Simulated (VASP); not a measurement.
# MgO in VASP: notebook

Runs on MgO. Level: r2SCAN. Tasks: single point.

Everything below comes from runs of VASP 6.6.1. Logs are shortened: lines on timing, memory, paths and dates and some standing lists are left out, and cuts for length are marked.

## Step 1: The cell of the first run

The structure is tetragonal, space group I4/mmm (No. 139). The conventional cell has a = 2.914 Å, b = 2.914 Å, c = 4.259 Å, α = 90.00°, β = 90.00°, γ = 90.00°. Within 2.7 Å of Mg (site symmetry 4/mmm) lie 6 O at 2.06 to 2.13 Å. Within 2.7 Å of O (site symmetry 4/mmm) lie 6 Mg at 2.06 to 2.13 Å.

## Step 2: Single point, r2SCAN (biaxial strain in the a-b plane: -2.0 %, then relaxed in part)

POSCAR reads:

```
MgO
1.0
    2.0601569344      2.0601569344      0.0000000000
   -2.0601569344      2.0601569344      0.0000000000
    0.0000000000      0.0000000000      4.2585561332
Mg O
2 2
Direct
    0.0000000000      0.0000000000      0.0000000000
    0.5000000000      0.5000000000      0.5000000000
    0.5000000000      0.5000000000      0.0000000000
    0.0000000000      0.0000000000      0.5000000000
```

INCAR.step1 reads:

```
PREC = Accurate
ENCUT = 920
ISMEAR = 0
SIGMA = 0.02
LREAL = F
LASPH = T
NELM = 120
NBANDS = 24
GGA = PE
ALGO = Normal
EDIFF = 1E-5
LWAVE = T
LCHARG = F
GGA_COMPAT = F
```

INCAR.step2 reads:

```
PREC = Accurate
ENCUT = 920
EDIFF = 1E-6
ISMEAR = 0
SIGMA = 0.02
LREAL = F
LASPH = T
NELM = 120
ALGO = Normal
ISIF = 2
LWAVE = F
LCHARG = T
METAGGA = R2SCAN
LMIXTAU = T
LELF = T
LVHAR = T
NBANDS = 24
ISTART = 1
GGA_COMPAT = F
```

KPOINTS reads:

```
regular mesh
0
Gamma
  8 8 6
```

Potentials or basis: VASP PAW PBE potentials, release 64 (Mg_sv, O).

On the command line:

```bash
$ cat potpaw_PBE.64/Mg_sv/POTCAR potpaw_PBE.64/O/POTCAR > POTCAR
$ cp INCAR.step1 INCAR
$ mpirun -np 1 vasp_std > vasp.out
$ cp INCAR.step2 INCAR
$ mpirun -np 1 vasp_std > vasp.out
```

OUTCAR:

```text
PREC = Accurate
   ENCUT = 920
   EDIFF = 1E-6
   ISMEAR = 0
   LREAL = F
   LASPH = T
   NELM = 120
   ISIF = 2
   METAGGA = R2SCAN
   ISTART = 1

 ion  position               nearest neighbor table
   1  0.000  0.000  0.000-   3 2.06   3 2.06   3 2.06   3 2.06
   2  0.500  0.500  0.500-   4 2.06   4 2.06   4 2.06   4 2.06
   3  0.500  0.500  0.000-   1 2.06   1 2.06   1 2.06   1 2.06
   4  0.000  0.000  0.500-   2 2.06   2 2.06   2 2.06   2 2.06

  LATTYP: Found a simple tetragonal cell.
 ALAT       =     2.9135018772
 C/A-ratio  =     1.4616623955

  Lattice vectors:

 A1 = (   2.0601569344,   2.0601569344,   0.0000000000)
 A2 = (  -2.0601569344,   2.0601569344,   0.0000000000)
 A3 = (   0.0000000000,   0.0000000000,   4.2585561332)

Analysis of symmetry for initial positions (statically):
=====================================================================
 Subroutine PRICEL returns following result:

  LATTYP: Found a body centered tetragonal cell.
 ALAT       =     2.9135018772
 C/A-ratio  =     1.4616623955

  Lattice vectors:

 A1 = (   2.0601569344,   0.0000000000,  -2.1292780666)
 A2 = (  -2.0601569344,   0.0000000000,  -2.1292780666)
 A3 = (   0.0000000000,   2.0601569344,   2.1292780666)

   2 primitive cells build up your supercell.

 Routine SETGRP: Setting up the symmetry group for a
 simple tetragonal supercell.

 Subroutine GETGRP returns: Found 16 space group operations
 (whereof 16 operations were pure point group operations)
 out of a pool of 16 trial point group operations.

The static configuration has the point symmetry D_4h.

Analysis of symmetry for dynamics (positions and initial velocities):
=====================================================================
 Subroutine PRICEL returns following result:

  LATTYP: Found a body centered tetragonal cell.
 ALAT       =     2.9135018772
 C/A-ratio  =     1.4616623955

  Lattice vectors:

 A1 = (   2.0601569344,   0.0000000000,  -2.1292780666)
 A2 = (  -2.0601569344,   0.0000000000,  -2.1292780666)
 A3 = (   0.0000000000,   2.0601569344,   2.1292780666)

   2 primitive cells build up your supercell.

 Routine SETGRP: Setting up the symmetry group for a
 simple tetragonal supercell.

 Subroutine GETGRP returns: Found 16 space group operations
 (whereof 16 operations were pure point group operations)
 out of a pool of 16 trial point group operations.

The dynamic configuration has the point symmetry D_4h.

 Subroutine INISYM returns: Found 16 space group operations
 (whereof 16 operations are pure point group operations),
 and found     2 'primitive' translations

----------------------------------------------------------------------------------------

                                     Primitive cell

  volume of cell :      18.0744

  direct lattice vectors                    reciprocal lattice vectors
     2.060156934  0.000000000 -2.129278067     0.242699957  0.242699957 -0.234821373
    -2.060156934  0.000000000 -2.129278067    -0.242699957  0.242699957 -0.234821373
     0.000000000  2.060156934  2.129278067     0.000000000  0.485399915  0.000000000

  length of vectors
     2.962781072  2.962781072  2.962781072     0.415869710  0.415869710  0.485399915

  position of ions in fractional coordinates (direct lattice)
     0.000000000  0.000000000  0.000000000
     0.500000000  0.500000000  0.000000000

  ion indices of the primitive-cell ions
   primitive index   ion index
                 1           1
                 2           4

----------------------------------------------------------------------------------------

 KPOINTS: regular mesh

Automatic generation of k-mesh.
 Grid dimensions read from file:
 generate k-points for:    8    8    6

 Generating k-lattice:

  Cartesian coordinates                     Fractional coordinates (reciprocal lattice)
     0.030337495  0.030337495  0.000000000     0.125000000  0.000000000  0.000000000
    -0.030337495  0.030337495  0.000000000     0.000000000  0.125000000  0.000000000
     0.000000000  0.000000000  0.039136896     0.000000000  0.000000000  0.166666667

  Length of vectors
     0.042903696  0.042903696  0.039136896

  Shift w.r.t. Gamma in fractional coordinates (k-lattice)
     0.000000000  0.000000000  0.000000000

 Subroutine IBZKPT returns following result:
 ===========================================

 Found     60 irreducible k-points:

 Following reciprocal coordinates:
            Coordinates               Weight
  0.000000  0.000000  0.000000      1.000000
  0.125000  0.000000  0.000000      4.000000
  0.250000  0.000000  0.000000      4.000000
  0.375000  0.000000  0.000000      4.000000
  0.500000  0.000000  0.000000      2.000000
  0.125000  0.125000  0.000000      4.000000
[... 16 lines left out ...]
  0.375000  0.125000  0.166667     16.000000
  0.500000  0.125000  0.166667      8.000000
 [... further k-points ...]
   k-points           NKPTS =     60   k-points in BZ     NKDIM =     60   number of bands    NBANDS=     24
   number of dos      NEDOS =    301   number of ions     NIONS =      4
   total plane-waves  NPLWV =  37800
   dimension x,y,z NGX =    30 NGY =   30 NGZ =   42
   dimension x,y,z NGXF=    60 NGYF=   60 NGZF=   84
   ions per type =               2   2
   NGX,Y,Z   is equivalent  to a cutoff of  17.12, 17.12, 16.40 a.u.
   NGXF,Y,Z  is equivalent  to a cutoff of  34.24, 34.24, 32.79 a.u.
 SYSTEM =  unknown system
   PREC   = accura    normal or accurate (medium, high low for compatibility)
   ISTART =      1    job   : 0-new  1-cont  2-samecut
   ICHARG =      0    charge: 1-file 2-atom 10-const
   ISPIN  =      1    spin polarized calculation?
   LNONCOLLINEAR =      F non collinear calculations
   LSORBIT =      F    spin-orbit coupling
   LASPH  =      T    aspherical Exc in radial PAW
   ENCUT  =  920.0 eV  67.62 Ry    8.22 a.u.   7.21  7.21 10.53*2*pi/ulx,y,z
   NELM   =    120;   NELMIN=  2; NELMDL=  0     # of ELM steps
   EDIFF  = 0.1E-05   stopping-criterion for ELM
   LREAL  =      F    real-space projection
   EDIFFG = 0.1E-04   stopping-criterion for IOM
   NSW    =      0    number of steps for IOM
   IBRION =     -1    ionic relax: 0-MD 1-quasi-New 2-CG
   NFREE  =      0    steps in history (QN), initial steepest desc. (CG)
   ISIF   =      2    stress and relaxation
   ISYM   =      2    0-nonsym 1-usesym 2-fastsym
   POTIM  = 0.5000    time-step for ionic-motion
   TEBEG  =    0.0;   TEEND  =   0.0 temperature during run
   PSTRESS=    0.0 pullay stress
   NELECT =      32.0000    total number of electrons
   NUPDOWN=      -1.0000    fix difference up-down
   EMIN   =  10.00;   EMAX   =-10.00  energy-range for DOS
   EFERMI =   0.00;   METHOD = LEGACY
   ISMEAR =     0;   SIGMA  =   0.02  broadening in eV -4-tet -1-fermi 0-gaus
   EFERMI_NEDOS =   21; number of points for ismear=-14 and -15
   IALGO  =     38    algorithm
   IMIX   =      4    mixing-type and parameters
     AMIX     =   0.40;   BMIX     =  1.00
     AMIX_MAG =   1.60;   BMIX_MAG =  1.00
  volume/ion in A,a.u.               =       9.04        60.99
  Fermi-wavevector in a.u.,A,eV,Ry     =   1.571908  2.970476 33.618570  2.470895
  Thomas-Fermi vector in A             =   2.673422
   LORBIT       =      0    0 simple, 1 ext, 2 COOP (PROOUT), +10 PAW based schemes
   METAGGA = R2SCAN    functional components
   LHFCALC =     F    Hartree Fock is set to
   AEXX    =    0.0000 exact exchange contribution
   IVDW    =     0    specifies the selected vdW correction
   LEPSILON=     F    determine dielectric tensor
   LRPA    =     F    only Hartree local field effects (RPA)
 non-spin polarized calculation
 Gauss-broadening in eV      SIGMA  =   0.02
  energy-cutoff  :      920.00
  volume of cell :       36.15
 maximum number of plane-waves:      2312
 NGX is ok and might be reduce to    30
   NGX = 15   NGY = 15   NGZ = 21

 number of electron      32.0000003 magnetization

 Free energy of the ion-electron system (eV)
  ---------------------------------------------------
  ext. energy  EPLUGINS =         0.00000000
  ---------------------------------------------------
  free energy    TOTEN  =       -32.26943879 eV

  energy without entropy =      -32.26943879  energy(sigma->0) =      -32.26943879

 E-fermi :   3.1224     XC(G=0): -12.2238

 val. band max:        2.7798950868   @ k =   0.0000   0.0000   0.0000
 cond. band min:       8.7148642022   @ k =   0.0000   0.0000   0.0000
 fundamental gap:      5.9349691154
 Fermi energy:         3.1224345127

 k-point     1 :       0.0000    0.0000    0.0000
  band No.  band energies     occupation
      1     -72.1032      2.00000
      2     -72.0914      2.00000
      3     -37.2802      2.00000
      4     -37.2080      2.00000
      5     -37.2080      2.00000
      6     -37.2019      2.00000
[... 16 lines left out ...]
     23      19.9323      0.00000
     24      23.9960      0.00000

 k-point     2 :       0.1250    0.0000    0.0000
  band No.  band energies     occupation
      1     -72.1023      2.00000
      2     -72.0913      2.00000
      3     -37.2765      2.00000
      4     -37.2156      2.00000
      5     -37.2058      2.00000
      6     -37.2041      2.00000
[... 16 lines left out ...]
     23      20.2150      0.00000
     24      23.4539      0.00000

 k-point     3 :       0.2500    0.0000    0.0000
  band No.  band energies     occupation
      1     -72.0996      2.00000
      2     -72.0913      2.00000
      3     -37.2662      2.00000
      4     -37.2335      2.00000
      5     -37.2138      2.00000
      6     -37.2108      2.00000
[... 16 lines left out ...]
     23      21.0624      0.00000
     24      22.9621      0.00000

 k-point     4 :       0.3750    0.0000    0.0000
  band No.  band energies     occupation
      1     -72.0963      2.00000
      2     -72.0919      2.00000
      3     -37.2517      2.00000
      4     -37.2500      2.00000
      5     -37.2394      2.00000
      6     -37.2218      2.00000
[... 16 lines left out ...]
     23      22.4724      0.00000
     24      22.4732      0.00000

 k-point     5 :       0.5000    0.0000    0.0000
  band No.  band energies     occupation
      1     -72.0936      2.00000
      2     -72.0936      2.00000
      3     -37.2534      2.00000
      4     -37.2534      2.00000
      5     -37.2360      2.00000
      6     -37.2360      2.00000
[... 16 lines left out ...]
     23      22.3455      0.00000
     24      22.3455      0.00000

 k-point     6 :       0.1250    0.1250    0.0000
  band No.  band energies     occupation
      1     -72.1013      2.00000
      2     -72.0911      2.00000
      3     -37.2730      2.00000
      4     -37.2157      2.00000
      5     -37.2109      2.00000
      6     -37.2062      2.00000
[... 16 lines left out ...]
     23      20.4520      0.00000
     24      22.0847      0.00000
[... 379 lines left out ...]
 k-point    21 :       0.1250    0.1250    0.1667
  band No.  band energies     occupation
      1     -72.1006      2.00000
      2     -72.0919      2.00000
      3     -37.2707      2.00000
      4     -37.2158      2.00000
      5     -37.2136      2.00000
      6     -37.2082      2.00000
[... 16 lines left out ...]
     23      20.5015      0.00000
     24      22.1701      0.00000

 k-point    22 :       0.2500    0.1250    0.1667
  band No.  band energies     occupation
      1     -72.0982      2.00000
      2     -72.0916      2.00000
      3     -37.2654      2.00000
      4     -37.2299      2.00000
      5     -37.2267      2.00000
      6     -37.2045      2.00000
[... 16 lines left out ...]
     23      20.9331      0.00000
     24      21.3683      0.00000

 k-point    23 :       0.3750    0.1250    0.1667
  band No.  band energies     occupation
      1     -72.0953      2.00000
      2     -72.0918      2.00000
      3     -37.2645      2.00000
      4     -37.2508      2.00000
      5     -37.2322      2.00000
      6     -37.2136      2.00000
[... 16 lines left out ...]
     23      21.4533      0.00000
     24      21.4979      0.00000

 k-point    24 :       0.5000    0.1250    0.1667
  band No.  band energies     occupation
      1     -72.0930      2.00000
      2     -72.0930      2.00000
      3     -37.2638      2.00000
      4     -37.2638      2.00000
      5     -37.2244      2.00000
      6     -37.2244      2.00000
[... 16 lines left out ...]
     23      21.7109      0.00000
     24      21.7109      0.00000

 [... further k-points ...]

------------------------ aborting loop because EDIFF is reached ----------------------------------------

  FORCE on cell =-STRESS in cart. coord.  units (eV):
  Direction    XX          YY          ZZ          XY          YZ          ZX
  --------------------------------------------------------------------------------------
  -------------------------------------------------------------------------------------
  Total        1.9148438      1.9148438      0.0809557      0.0000000     -0.0000000      0.0000000
  in kB       84.8693644     84.8693644      3.5881020      0.0000000     -0.0000000      0.0000000
  external PRESSURE =      57.7756103 kB  Pullay stress =       0.0000000 kB

 VOLUME and BASIS-vectors are now :
 -----------------------------------------------------------------------------
  energy-cutoff  :      920.00
  volume of cell :       36.15
      direct lattice vectors                 reciprocal lattice vectors
     2.060156934  2.060156934  0.000000000     0.242699957  0.242699957  0.000000000
    -2.060156934  2.060156934  0.000000000    -0.242699957  0.242699957  0.000000000
     0.000000000  0.000000000  4.258556133     0.000000000  0.000000000  0.234821373

 POSITION                                       TOTAL-FORCE (eV/Angst)
 -----------------------------------------------------------------------------------
      0.00000      0.00000      0.00000         0.000000     -0.000000      0.000000
      0.00000      2.06016      2.12928        -0.000000      0.000000     -0.000000
      0.00000      2.06016      0.00000         0.000000      0.000000      0.000000
      0.00000      0.00000      2.12928         0.000000     -0.000000      0.000000
 -----------------------------------------------------------------------------------
    total drift:                               -0.000000      0.000000      0.000000

  FREE ENERGIE OF THE ION-ELECTRON SYSTEM (eV)
  ---------------------------------------------------
  free  energy   TOTEN  =       -32.2694387919 eV

  energy  without entropy=      -32.2694387919  energy(sigma->0) =      -32.26943879
```

Wall time 4.4 min (1 thread of AMD EPYC 9R14 (Zen 4), shared host); peak memory 0.23 GiB.

Results:

* Free energy: -32.2694 eV
* Pressure: 5.8 GPa
* Band gap on the k mesh: 5.93 eV

Levels at points of the mesh, in eV from the valence-band top:
```
           k point  band 12  band 13  band 14  band 15  band 16  band 17  band 18  band 19  band 20  band 21
(0.00, 0.00, 0.00)    -1.35    -1.35    -0.06    -0.06     0.00     5.94    10.29    11.55    14.35    16.79
(0.50, 0.00, 0.00)    -3.71    -2.11    -2.11    -0.71    -0.71    10.80    10.80    12.83    12.83    15.71
(0.50, 0.50, 0.00)    -4.21    -1.60    -1.60    -1.40    -1.40     9.94     9.94    11.47    11.47    14.79
(0.00, 0.00, 0.50)    -2.71    -0.76    -0.76    -0.76    -0.76     9.37     9.37    12.33    12.33    16.72
(0.50, 0.00, 0.50)    -4.79    -0.79    -0.79    -0.72    -0.72     9.00     9.00    14.19    14.19    17.47
(0.50, 0.50, 0.50)    -3.12    -3.12    -3.12    -1.76    -1.76    12.86    12.86    12.86    12.86    13.79
```

Caveat: the cell differs from its parent crystal (biaxial strain in the a-b plane: -2.0 %, then relaxed in part); the stress differs along the axes, from 0 to 8 GPa; the PAW data sets were made with another functional, which shifts forces and pressure a little.

(Continued in part 2 of 2.)
